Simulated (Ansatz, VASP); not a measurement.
## BaTiO3: VASP beside Ansatz

Contents of INCAR:

```
ALGO = Normal ; EDIFF = 1E-6
ENCUT = 910 ; GGA = PE
GGA_COMPAT = False ; ISIF = 2
ISMEAR = 0 ; LASPH = True
LCHARG = False ; LREAL = False
LWAVE = False ; NBANDS = 28
NELM = 120 ; PREC = Accurate
SIGMA = 0.01
```

Contents of KPOINTS:

```
k-points
0
Gamma
  4 4 4
```

File POSCAR:

```
BaTiO3
1.0
    3.9998000000      0.0000000000      0.0000000000
    0.0000000000      3.9998000000      0.0000000000
    0.0000000000      0.0000000000      4.0180000000
Ba Ti O
1 1 3
Direct
    0.0000000000      0.0000000000      0.0000000000
    0.5000000000      0.5000000000      0.4900000000
    0.5000000000      0.5000000000      0.0190000000
    0.5000000000      0.0000000000      0.5170000000
    0.0000000000      0.5000000000      0.5170000000
```

Input for Ansatz:

```yaml
crystal:
  lattice:
    - [3.9998, 0.0, 0.0]
    - [0.0, 3.9998, 0.0]
    - [0.0, 0.0, 4.018]
  atoms:
    - { symbol: Ba, position: [0.0, 0.0, 0.0] }
    - { symbol: Ti, position: [0.5, 0.5, 0.49] }
    - { symbol: O, position: [0.5, 0.5, 0.019] }
    - { symbol: O, position: [0.5, 0.0, 0.517] }
    - { symbol: O, position: [0.0, 0.5, 0.517] }
accuracy: medium
kpoints:
  mp_grid:
    grid: [4, 4, 4]
hamiltonian:
  xc: pbe
scf:
  max_iter: 200
  occupations:
    method: fixed
output:
  forces: true
  stress: true
```

Alike in both runs: task single point; functional PBE; k mesh 4 × 4 × 4; no spin polarisation.

|  | VASP | Ansatz |
| --- | --- | --- |
| version | VASP 6.6.1 | Ansatz 0.2.0 |
| potentials or method | VASP PAW PBE potentials, release 64 (Ba_sv, Ti_sv, O_h) | plane waves, PAW |
| plane-wave cutoff (eV) | 910 | 420 |
| occupations | gaussian, width 0.01 eV | fixed |
| valence electrons in the cell | 40 | 40 |

VASP gave:

| Quantity | Value |
| --- | --- |
| rms of the force components (eV/Å) | 0.107 |

Which values does Ansatz return?

rms of the force components (eV/Å): 0.110.

Atom by atom the forces differ by 0.012 eV/Å (rms over components).

Spin-orbit coupling is off throughout. Noted on VASP's run: the cutoff is short for stress, so the pressure is rough.
